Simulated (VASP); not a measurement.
# PCS4 (P6/mmm) in VASP: a series of runs

PCS4 is run at these levels: PBE+D3(BJ); tasks: single point, relaxation of cell and atoms.

Everything below comes from runs of VASP 6.6.1. Logs are shortened: lines on timing, memory, paths and dates and some standing lists are left out, and cuts for length are marked.

## (1) The cell of the first run

Symmetry: P6/mmm, No. 191, hexagonal system. The conventional cell has a = 4.078 Å, b = 4.078 Å, c = 8.463 Å, α = 90.00°, β = 90.00°, γ = 120.00°. P (site symmetry 6/mmm) has 2 S at 1.98 Å within 2.6 Å. Within 3.0 Å of C (site symmetry 6/mmm) lie 8 S at 2.25 to 2.35 Å. S (site symmetry 6mm) has 1 P at 1.98 Å and 1 C at 2.25 Å within 2.6 Å. Within 3.1 Å of S (site symmetry -6m2) lie 3 C at 2.35 Å and 3 S at 2.35 Å.

The cell was built from a structure type or drawn by symmetry, and may not be a known phase.

## (2) Single point, PBE+D3(BJ)

The input, INCAR:

```
PREC = Accurate
ENCUT = 520
EDIFF = 1E-6
ISMEAR = 0
SIGMA = 0.1
LREAL = False
LASPH = True
NELM = 80
ALGO = Normal
ISIF = 2
LWAVE = False
LCHARG = False
GGA = PE
IVDW = 12
NBANDS = 26
```

The input, KPOINTS:

```
Automatic mesh
0
Gamma
  6 6 4
```

The input, POSCAR:

```
PCS4
1.0
    4.0777444038      0.0000000000      0.0000000000
   -2.0388722019      3.5314302439      0.0000000000
    0.0000000000      0.0000000000      8.4626400870
P C S
1 1 4
Direct
    0.0000000000      0.0000000000      0.5000000000
    0.0000000000      0.0000000000      0.0000000000
    0.0000000000      0.0000000000      0.2654396457
    0.0000000000      0.0000000000      0.7345603543
    0.3333333333      0.6666666667      0.0000000000
    0.6666666667      0.3333333333      0.0000000000
```

Potentials or basis: VASP PAW PBE potentials, release 64 (P, C, S).

On the command line:

```console
> cat potpaw_PBE.64/P/POTCAR potpaw_PBE.64/C/POTCAR potpaw_PBE.64/S/POTCAR > POTCAR
> mpirun -np 1 vasp_std > vasp.out
```

OUTCAR:

```text
PREC = Accurate
   ENCUT = 520
   EDIFF = 1E-6
   ISMEAR = 0
   LREAL = False
   LASPH = True
   NELM = 80
   ISIF = 2
   GGA = PE
   IVDW = 12
 IVDW          = 12

 ion  position               nearest neighbor table
   1  0.000  0.000  0.500-   3 1.98   4 1.98
   2  0.000  0.000  0.000-   3 2.25   4 2.25   5 2.35   6 2.35   6 2.35   5 2.35   6 2.35   5 2.35

   3  0.000  0.000  0.265-   1 1.98   2 2.25
   4  0.000  0.000  0.735-   1 1.98   2 2.25
   5  0.333  0.667  0.000-   2 2.35   6 2.35   6 2.35   2 2.35   2 2.35   6 2.35
   6  0.667  0.333  0.000-   5 2.35   2 2.35   5 2.35   2 2.35   2 2.35   5 2.35

  LATTYP: Found a hexagonal cell.
 ALAT       =     4.0777444038
 C/A-ratio  =     2.0753238185

  Lattice vectors:

 A1 = (   4.0777444038,   0.0000000000,   0.0000000000)
 A2 = (  -2.0388722019,   3.5314302439,   0.0000000000)
 A3 = (   0.0000000000,   0.0000000000,   8.4626400870)

Analysis of symmetry for initial positions (statically):
=====================================================================
 Subroutine PRICEL returns:
 Original cell was already a primitive cell.

 Routine SETGRP: Setting up the symmetry group for a
 hexagonal supercell.

 Subroutine GETGRP returns: Found 24 space group operations
 (whereof 24 operations were pure point group operations)
 out of a pool of 24 trial point group operations.

The static configuration has the point symmetry D_6h.

Analysis of symmetry for dynamics (positions and initial velocities):
=====================================================================
 Subroutine PRICEL returns:
 Original cell was already a primitive cell.

 Routine SETGRP: Setting up the symmetry group for a
 hexagonal supercell.

 Subroutine GETGRP returns: Found 24 space group operations
 (whereof 24 operations were pure point group operations)
 out of a pool of 24 trial point group operations.

The dynamic configuration has the point symmetry D_6h.

 Subroutine INISYM returns: Found 24 space group operations
 (whereof 24 operations are pure point group operations),
 and found     1 'primitive' translations

----------------------------------------------------------------------------------------

                                     Primitive cell

  volume of cell :     121.8643

  direct lattice vectors                    reciprocal lattice vectors
     4.077744404  0.000000000  0.000000000     0.245233615  0.141585693  0.000000000
    -2.038872202  3.531430244  0.000000000     0.000000000  0.283171387  0.000000000
     0.000000000  0.000000000  8.462640087     0.000000000  0.000000000  0.118166434

  length of vectors
     4.077744404  4.077744404  8.462640087     0.283171387  0.283171387  0.118166434

  position of ions in fractional coordinates (direct lattice)
     0.000000000  0.000000000  0.500000000
     0.000000000  0.000000000  0.000000000
     0.000000000  0.000000000  0.265439646
     0.000000000  0.000000000  0.734560354
     0.333333333  0.666666667  0.000000000
     0.666666667  0.333333333  0.000000000

  ion indices of the primitive-cell ions
   primitive index   ion index
                 1           1
                 2           2
                 3           3
                 4           4
                 5           5
                 6           6

----------------------------------------------------------------------------------------

 KPOINTS: Automatic mesh

Automatic generation of k-mesh.
 Grid dimensions read from file:
 generate k-points for:    6    6    4

 Generating k-lattice:

  Cartesian coordinates                     Fractional coordinates (reciprocal lattice)
     0.040872269  0.023597616  0.000000000     0.166666667  0.000000000  0.000000000
     0.000000000  0.047195231  0.000000000     0.000000000  0.166666667  0.000000000
     0.000000000  0.000000000  0.029541608     0.000000000  0.000000000  0.250000000

  Length of vectors
     0.047195231  0.047195231  0.029541608

  Shift w.r.t. Gamma in fractional coordinates (k-lattice)
     0.000000000  0.000000000  0.000000000

 Subroutine IBZKPT returns following result:
 ===========================================

 Found     21 irreducible k-points:

 Following reciprocal coordinates:
            Coordinates               Weight
  0.000000  0.000000  0.000000      1.000000
  0.166667  0.000000  0.000000      6.000000
  0.333333 -0.000000  0.000000      6.000000
  0.500000 -0.000000  0.000000      3.000000
  0.166667  0.166667  0.000000      6.000000
  0.333333  0.166667  0.000000     12.000000
[... 13 lines left out ...]
  0.333333  0.166667  0.500000     12.000000
  0.333333  0.333333  0.500000      2.000000
   k-points           NKPTS =     21   k-points in BZ     NKDIM =     21   number of bands    NBANDS=     26
   number of dos      NEDOS =    301   number of ions     NIONS =      6
   total plane-waves  NPLWV =  57600
   dimension x,y,z NGX =    30 NGY =   30 NGZ =   64
   dimension x,y,z NGXF=    60 NGYF=   60 NGZF=  128
   ions per type =               1   1   4
   NGX,Y,Z   is equivalent  to a cutoff of  12.23, 12.23, 12.57 a.u.
   NGXF,Y,Z  is equivalent  to a cutoff of  24.46, 24.46, 25.15 a.u.
 SYSTEM =  unknown system
   PREC   = accura    normal or accurate (medium, high low for compatibility)
   ISTART =      0    job   : 0-new  1-cont  2-samecut
   ICHARG =      2    charge: 1-file 2-atom 10-const
   ISPIN  =      1    spin polarized calculation?
   LNONCOLLINEAR =      F non collinear calculations
   LSORBIT =      F    spin-orbit coupling
   LASPH  =      T    aspherical Exc in radial PAW
   ENCUT  =  520.0 eV  38.22 Ry    6.18 a.u.   7.58  7.58 15.73*2*pi/ulx,y,z
   NELM   =     80;   NELMIN=  2; NELMDL= -5     # of ELM steps
   EDIFF  = 0.1E-05   stopping-criterion for ELM
   LREAL  =      F    real-space projection
   EDIFFG = 0.1E-04   stopping-criterion for IOM
   NSW    =      0    number of steps for IOM
   IBRION =     -1    ionic relax: 0-MD 1-quasi-New 2-CG
   NFREE  =      0    steps in history (QN), initial steepest desc. (CG)
   ISIF   =      2    stress and relaxation
   ISYM   =      2    0-nonsym 1-usesym 2-fastsym
   POTIM  = 0.5000    time-step for ionic-motion
   TEBEG  =    0.0;   TEEND  =   0.0 temperature during run
   PSTRESS=    0.0 pullay stress
   NELECT =      33.0000    total number of electrons
   NUPDOWN=      -1.0000    fix difference up-down
   EMIN   =  10.00;   EMAX   =-10.00  energy-range for DOS
   EFERMI =   0.00;   METHOD = LEGACY
   ISMEAR =     0;   SIGMA  =   0.10  broadening in eV -4-tet -1-fermi 0-gaus
   EFERMI_NEDOS =   21; number of points for ismear=-14 and -15
   IALGO  =     38    algorithm
   IMIX   =      4    mixing-type and parameters
     AMIX     =   0.40;   BMIX     =  1.00
     AMIX_MAG =   1.60;   BMIX_MAG =  1.00
  volume/ion in A,a.u.               =      20.31       137.06
  Fermi-wavevector in a.u.,A,eV,Ry     =   1.059141  2.001487 15.262753  1.121781
  Thomas-Fermi vector in A             =   2.194476
   LORBIT       =      0    0 simple, 1 ext, 2 COOP (PROOUT), +10 PAW based schemes
   GGA     = PE    functional components
   LHFCALC =     F    Hartree Fock is set to
   AEXX    =    0.0000 exact exchange contribution
   IVDW    =    12    specifies the selected vdW correction
   LEPSILON=     F    determine dielectric tensor
   LRPA    =     F    only Hartree local field effects (RPA)
 non-spin polarized calculation
 Gauss-broadening in eV      SIGMA  =   0.10
  energy-cutoff  :      520.00
  volume of cell :      121.86
 maximum number of plane-waves:      3313
   NGX = 15   NGY = 15   NGZ = 31

 number of electron      33.0000001 magnetization

 Free energy of the ion-electron system (eV)
  ---------------------------------------------------
  ext. energy  EPLUGINS =         0.00000000
  ---------------------------------------------------
  free energy    TOTEN  =       -22.89644074 eV

  energy without entropy =      -22.88410923  energy(sigma->0) =      -22.89027498

 E-fermi :   3.6722     XC(G=0):  -9.0734

 val. band max:        3.6421085309   @ k =   0.1667   0.1667   0.5000
 cond. band min:       3.7121325791   @ k =   0.3333   0.1667   0.0000
 fundamental gap:      0.0700240482
 Fermi energy:         3.6721926273

 k-point     1 :       0.0000    0.0000    0.0000
  band No.  band energies     occupation
      1     -13.4259      2.00000
      2     -10.7968      2.00000
      3      -9.8419      2.00000
      4      -5.5572      2.00000
      5      -5.3042      2.00000
      6      -3.5117      2.00000
[... 18 lines left out ...]
     25      10.8538      0.00000
     26      11.1824      0.00000

 k-point     2 :       0.1667    0.0000    0.0000
  band No.  band energies     occupation
      1     -13.1450      2.00000
      2     -10.7568      2.00000
      3      -9.7854      2.00000
      4      -6.5740      2.00000
      5      -5.8456      2.00000
      6      -3.3734      2.00000
[... 18 lines left out ...]
     25      10.6319      0.00000
     26      10.8210      0.00000

 k-point     3 :       0.3333   -0.0000    0.0000
  band No.  band energies     occupation
      1     -12.3244      2.00000
      2     -10.7090      2.00000
      3      -9.6678      2.00000
      4      -8.6531      2.00000
      5      -6.3130      2.00000
      6      -3.8094      2.00000
[... 485 lines left out ...]
 k-point    20 :       0.3333    0.1667    0.5000
  band No.  band energies     occupation
      1     -11.4950      2.00000
      2     -10.7741      2.00000
      3     -10.0259      2.00000
      4      -9.1245      2.00000
      5      -6.9867      2.00000
      6      -5.3072      2.00000
[... 18 lines left out ...]
     25      11.2817      0.00000
     26      11.4297      0.00000

 k-point    21 :       0.3333    0.3333    0.5000
  band No.  band energies     occupation
      1     -10.7439      2.00000
      2     -10.3228      2.00000
      3     -10.3228      2.00000
      4     -10.1082      2.00000
      5      -7.5953      2.00000
      6      -5.2399      2.00000
[... 18 lines left out ...]
     25      11.4348      0.00000
     26      11.6802      0.00000

------------------------ aborting loop because EDIFF is reached ----------------------------------------

 Edisp (eV)   -1.51878

 E8    (eV) :    -0.5385

  FORCE on cell =-STRESS in cart. coord.  units (eV):
  Direction    XX          YY          ZZ          XY          YZ          ZX
  --------------------------------------------------------------------------------------
  -------------------------------------------------------------------------------------
  Total      -0.07735    -0.07735    -0.47942     0.00000     0.00000     0.00000
  in kB      -1.01695    -1.01695    -6.30306     0.00000     0.00000     0.00000
  external pressure =       -2.78 kB  Pullay stress =        0.00 kB

 VOLUME and BASIS-vectors are now :
 -----------------------------------------------------------------------------
  energy-cutoff  :      520.00
  volume of cell :      121.86
      direct lattice vectors                 reciprocal lattice vectors
     4.077744404  0.000000000  0.000000000     0.245233615  0.141585693  0.000000000
    -2.038872202  3.531430244  0.000000000     0.000000000  0.283171387  0.000000000
     0.000000000  0.000000000  8.462640087     0.000000000  0.000000000  0.118166434

 POSITION                                       TOTAL-FORCE (eV/Angst)
 -----------------------------------------------------------------------------------
      0.00000      0.00000      4.23132         0.000000     -0.000000      0.000000
      0.00000      0.00000      0.00000         0.000000     -0.000000      0.000000
      0.00000      0.00000      2.24632        -0.000000     -0.000000      0.098201
      0.00000      0.00000      6.21632         0.000000      0.000000     -0.098201
     -0.00000      2.35429      0.00000        -0.000000     -0.000000      0.000000
      2.03887      1.17714      0.00000         0.000000     -0.000000     -0.000000
 -----------------------------------------------------------------------------------
    total drift:                               -0.000000      0.000000      0.000000

  FREE ENERGIE OF THE ION-ELECTRON SYSTEM (eV)
  ---------------------------------------------------
  free  energy   TOTEN  =       -24.4152187460 eV

  energy  without entropy=      -24.4028872347  energy(sigma->0) =      -24.40905299
```

It took 1.7 min on 1 thread of Intel Xeon 8259CL, shared host; peak memory 0.26 GiB.

What came out:

```yaml
Free_energy: -24.4152 eV
Pressure: -0.3 GPa
Largest_force: 0.098 eV/Å
Band_gap_on_the_k_mesh: zero (an odd number of electrons rules out a gap without spin polarisation)
Dispersion_energy_per_atom: -0.253 eV
```

Forces on the atoms (eV/Å):
```
P    0.000  0.000  0.000
C    0.000  0.000  0.000
S    0.000  0.000  0.098
S    0.000  0.000 -0.098
S    0.000  0.000  0.000
S    0.000  0.000  0.000
```

## (3) Single point, PBE+D3(BJ)

This run uses another cell than the first one, of 23.03 Å³/atom.

The input, INCAR:

```
SYSTEM = PCS4
ALGO = Normal ; EDIFF = 1E-6
ENCUT = 520 ; GGA = PE
ISIF = 2 ; ISMEAR = 0
IVDW = 12 ; LASPH = .True.
LCHARG = .True. ; LELF = .True.
LREAL = .False. ; LVHAR = .True.
LWAVE = .False. ; NBANDS = 26
NELM = 60 ; PREC = Accurate
SIGMA = 0.1
```

The input, KPOINTS:

```
k-points
0
Gamma
  6 6 4
  0 0 0
```

The input, POSCAR:

```
PCS4
1.0
    4.7688293800      0.0000000000      0.0000000000
   -2.3844146900      4.1299273900      0.0000000000
    0.0000000000      0.0000000000      7.0150654500
P C S
1 1 4
Direct
    0.0000000000      0.0000000000      0.5000000000
    0.0000000000      0.0000000000      0.0000000000
    0.0000000000      0.0000000000      0.1983785800
    0.0000000000      0.0000000000      0.8016214200
    0.3333333300      0.6666666700      0.0000000000
    0.6666666700      0.3333333300      0.0000000000
```

Potentials or basis: VASP PAW PBE potentials, release 64 (P, C, S).

On the command line:

```console
> cat potpaw_PBE.64/P/POTCAR potpaw_PBE.64/C/POTCAR potpaw_PBE.64/S/POTCAR > POTCAR
> mpirun -np 1 vasp_std > vasp.out
```

It took 1.8 min on 1 thread of Intel Xeon 8259CL, shared host; peak memory 0.28 GiB.

Results (log left out):

- Free energy: -21.0220 eV
- Pressure: 17.3 GPa
- Largest force: 13.529 eV/Å
- Band gap on the k mesh: zero (an odd number of electrons rules out a gap without spin polarisation)
- Dispersion energy per atom: -0.229 eV

Forces on the atoms (eV/Å):
```
P     0.000   0.000   0.000
C     0.000   0.000   0.000
S     0.000   0.000  13.529
S     0.000   0.000 -13.529
S     0.000   0.000   0.000
S     0.000   0.000   0.000
```

Stress tensor (GPa, compression positive):
```
 1.20  0.00  0.00
 0.00  1.20  0.00
 0.00  0.00 49.50
```

Levels at points of the mesh, in eV from the Fermi level:
| k point | band 14 | band 15 | band 16 | band 17 | band 18 | band 19 |
| --- | --- | --- | --- | --- | --- | --- |
| (0.00, 0.00, 0.00) | -2.51 | -1.06 | -1.06 | 0.07 | 1.85 | 1.85 |
| (0.50, 0.00, 0.00) | -1.65 | -1.12 | -0.89 | 0.09 | 0.56 | 0.91 |
| (0.00, 0.00, 0.50) | -2.13 | 0.07 | 0.97 | 0.97 | 1.15 | 1.15 |
| (0.50, 0.00, 0.50) | -1.09 | -0.90 | 0.44 | 0.81 | 0.91 | 1.09 |

Caveat: the cell stands under pressure; forces of over 1 eV/Å act on the atoms, so gaps and moduli don't describe the material at rest.

## (4) Single point, PBE+D3(BJ)

This run uses another cell than the first one, of 20.64 Å³/atom.

The input, INCAR:

```
SYSTEM = PCS4
PREC = Accurate
ENCUT = 520
EDIFF = 1E-6
ISMEAR = 0
SIGMA = 0.1
LREAL = .FALSE.
LASPH = .TRUE.
NELM = 80
ALGO = Normal
ISIF = 2
LWAVE = .FALSE.
LCHARG = .FALSE.
GGA = PE
IVDW = 12
NBANDS = 26
```

The input, KPOINTS:

```
regular mesh
0
G
  12 12 6
  0 0 0
```

The input, POSCAR:

```
PCS4
1.0
    4.1502098378      0.0000000000      0.0000000000
   -2.0751049189      3.5941871506      0.0000000000
    0.0000000000      0.0000000000      8.3008841101
P C S
1 1 4
Direct
    0.0000000000      0.0000000000      0.5000000000
    0.0000000000      0.0000000000      0.0000000000
    0.0000000000      0.0000000000      0.2614195773
    0.0000000000      0.0000000000      0.7385804227
    0.3333333333      0.6666666667      0.0000000000
    0.6666666667      0.3333333333      0.0000000000
```

On the command line:

```console
> cat potpaw_PBE.64/P/POTCAR potpaw_PBE.64/C/POTCAR potpaw_PBE.64/S/POTCAR > POTCAR
> mpirun -np 1 vasp_std > vasp.out
```

Wall time 5.5 min (1 thread of Intel Xeon 8259CL, shared host); peak memory 0.39 GiB.

The run converged. Its results:

| Item | Value |
| --- | --- |
| Free energy | -24.5067 eV |
| Pressure | -0.2 GPa |
| Largest force | 0.084 eV/Å |
| Band gap on the k mesh | zero (an odd number of electrons rules out a gap without spin polarisation) |
| Dispersion energy per atom | -0.248 eV |

Forces in eV/Å, atoms in the order of the input:
```
P    0.000  0.000  0.000
C    0.000  0.000  0.000
S    0.000  0.000  0.084
S    0.000  0.000 -0.084
S    0.000  0.000  0.000
S    0.000  0.000  0.000
```

Stress tensor (GPa, compression positive):
```
-0.08  0.00  0.00
 0.00 -0.08  0.00
 0.00  0.00 -0.46
```

Levels at points of the mesh, in eV from the Fermi level:
| k point | band 13 | band 14 | band 15 | band 16 | band 17 | band 18 | band 19 | band 20 |
| --- | --- | --- | --- | --- | --- | --- | --- | --- |
| (0.00, 0.00, 0.00) | -2.62 | -2.62 | -1.89 | -1.89 | 0.51 | 0.93 | 1.30 | 1.85 |
| (0.50, 0.00, 0.00) | -1.42 | -1.05 | -0.83 | -0.49 | 0.63 | 0.86 | 1.42 | 1.79 |
| (0.00, 0.00, 0.50) | -3.03 | -3.03 | -1.40 | -1.24 | -1.24 | 0.51 | 1.33 | 1.33 |
| (0.50, 0.00, 0.50) | -2.42 | -1.84 | -1.16 | -0.54 | -0.12 | 0.90 | 1.26 | 1.46 |

(Continued in part 2 of 3.)
